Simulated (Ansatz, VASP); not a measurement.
InSb3 in VASP and in Ansatz

INCAR

```
  PREC = Accurate
  ENCUT = 520
  EDIFF = 1E-6
  ISMEAR = 0
  SIGMA = 0.15
  LREAL = False
  LASPH = True
  NELM = 80
  ALGO = Normal
  ISIF = 2
  LWAVE = False
  LCHARG = False
  GGA = PE
  IVDW = 12
  NBANDS = 22
```

The input KPOINTS:

```
regular mesh
0
Gamma
  12 12 12
```

POSCAR

```
InSb3
1.0
    0.0000000000      3.7279225306      3.7279225306
    3.7279225306      0.0000000000      3.7279225306
    3.7279225306      3.7279225306      0.0000000000
In Sb
1 3
Direct
    0.0452664986      0.0452664986     -0.0452664986
    0.2500000000      0.2500000000      0.2500000000
    0.7500000000      0.7500000000      0.7500000000
    0.5000000000      0.5000000000      0.5000000000
```

Input for Ansatz:

```yaml
crystal:
  lattice:
    - [0.0, 3.7279225306, 3.7279225306]
    - [3.7279225306, 0.0, 3.7279225306]
    - [3.7279225306, 3.7279225306, 0.0]
  atoms:
    - { symbol: In, position: [0.0452664986, 0.0452664986, -0.0452664986] }
    - { symbol: Sb, position: [0.25, 0.25, 0.25] }
    - { symbol: Sb, position: [0.75, 0.75, 0.75] }
    - { symbol: Sb, position: [0.5, 0.5, 0.5] }
basis:
  ecutwfc: 420
kpoints:
  mp_grid: { grid: [12, 12, 12] }
hamiltonian:
  xc: pbe
  dispersion: d3bj
scf:
  occupations: { method: gaussian, width: 0.15 }
output:
  forces: true
  stress: true
  eigenvalues: true
```

Alike in both runs: task single point; functional PBE; dispersion D3(BJ); k mesh 12 × 12 × 12; occupations gaussian, width 0.15 eV; no spin polarisation.

|  | VASP | Ansatz |
| --- | --- | --- |
| version | VASP 6.6.1 | Ansatz 0.2.0 |
| potentials or method | VASP PAW PBE potentials, release 64 (In_d, Sb), cutoff 520 eV | scalar-relativistic, plane waves, PAW |
| valence electrons in the cell | 28 | 58 |

Ansatz gave:

```
gap on the k mesh at the Fermi level (eV)                     : none
pressure (GPa)                                                : 1.3
traceless stress, the component that is largest in VASP (GPa) : -0.44
rms of the force components (eV/Å)                            : 0.329
```

**Question.** Which values does VASP return?

**Answer.** gap on the k mesh at the Fermi level (eV): none; pressure (GPa): 1.2; traceless stress, the component that is largest in VASP (GPa): -0.44; rms of the force components (eV/Å): 0.329.

Atom by atom the forces differ by 0.000 eV/Å (rms over components). A gap of «none» marks a metal or a gap that the smearing closes. VASP's potentials hold 28 valence electrons a cell and Ansatz's 58, so a difference there can come from the potentials and not from the codes.

Neither program's run includes spin-orbit coupling.
